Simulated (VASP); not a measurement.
The system is BaTiO3.

```xyz
5
Lattice="3.7289 -0.4219 0.0224 -0.2845 3.2755 3.1101 0.3164 -2.7537 2.5899" Properties=species:S:1:pos:R:3 pbc="T T T"
Ba    0.0458    0.5154    5.6877
Ti    1.8813    0.0598    2.9237
O     3.7392   -0.1702    2.8371
O     2.0361   -1.3068    4.1468
O     1.7315    1.6712    4.3891
```

Base run:

- Program: VASP 6.6.1
- Functional: PBE
- Potentials or basis: VASP PAW PBE potentials, release 64 (Ba_sv, Ti_sv, O)
- Cutoff: 520 eV
- k mesh: 7 × 6 × 7
- Occupations: fermi-dirac, width 0.05 eV
- Spin: no spin polarisation
- Hubbard terms: Ti d U = 5.0 eV

Its results: band gap on the k mesh 0.99 eV (least direct gap 1.08 eV); pressure 24.5 GPa; largest force 0.868 eV/Å.

**Question.** After a change of settings the same cell gave: band gap on the k mesh 0.89 eV (least direct gap 0.98 eV); pressure 23.6 GPa; largest force 0.787 eV/Å. Which change was it?
A. hubbard terms from Ti d U = 5.0 eV to Ti d U = 4.0 eV; further incar settings from ALGO = Normal; EDIFF = 1e-06; NBANDS = 28 to ALGO = Normal; EDIFF = 1e-07; NBANDS = 28
B. hubbard terms from Ti d U = 5.0 eV to Ti d U = 8.0 eV
C. k mesh from 7 × 6 × 7 to 6 × 5 × 6; hubbard terms from Ti d U = 5.0 eV to none

**Answer.** A.

Caveats: the cell stands under pressure; spin-orbit coupling is left out, which moves the levels of the heavy elements; an odd mesh through Γ misses points on the zone boundary, where band edges can lie.
